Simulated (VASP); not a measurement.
The system is Cu.

```
CELL_PARAMETERS angstrom
0.00000 1.81947 1.81947
1.81947 0.00000 1.81947
1.81947 1.81947 0.00000
ATOMIC_POSITIONS crystal
Cu 0.00000 0.00000 0.00000
```

Base run:

* Program: VASP 6.6.1
* Functional: revPBE
* Dispersion: D4
* Potentials or basis: VASP PAW PBE potentials, release 64 (Cu)
* Cutoff: 600 eV
* k mesh: 13 × 13 × 13
* Occupations: fermi-dirac, width 0.05 eV
* Spin: no spin polarisation

Its results: pressure -9.4 GPa.

Problem. The run is repeated on the same cell with these changes: functional from revPBE to BLYP. What comes out?

Solution. Pressure -6.7 GPa.

Caveats: the PAW data sets were made with another functional, which shifts forces and pressure a little; pairwise dispersion overbinds metals, which lowers pressure and volume.
